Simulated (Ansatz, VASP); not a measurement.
**TaAs: VASP beside Ansatz**

```
Ta As
1.0
     3.21760    0.00000    0.00000
     0.00000    3.21760    0.00000
     0.00000    0.00000    3.21760
Ta As
1 1
Direct
  0.50000 0.50000 0.50000
  0.00000 0.00000 0.00000
```

Alike in both runs: task relaxation of cell and atoms; functional PBE; k mesh 18 × 18 × 18; occupations gaussian, width 0.1 eV; no spin polarisation.

```csv
,VASP,Ansatz
version,VASP 6.6.1,Ansatz 0.2.0
potentials or method,"VASP PAW PBE potentials, release 64 (Ta_pv, As), cutoff 600 eV","scalar-relativistic, plane waves, PAW"
valence electrons in the cell,16,28
```

VASP gave:

* gap on the k mesh at the Fermi level, each at its own relaxed structure (eV): none
* relaxed volume (Å³/atom): 16.66
* relaxed cell length with the largest relative difference (Å): 3.218

**Question.** Which values does Ansatz return?

**Answer.** gap on the k mesh at the Fermi level, each at its own relaxed structure (eV): none; relaxed volume (Å³/atom): 16.61; relaxed cell length with the largest relative difference (Å): 3.215.

A gap of «none» marks a metal or a gap that the smearing closes. VASP's potentials hold 16 valence electrons a cell and Ansatz's 28, so a difference there can come from the potentials and not from the codes.

Spin-orbit coupling is off throughout. Noted on VASP's run: the relaxation stopped at its first step, so nothing moved.
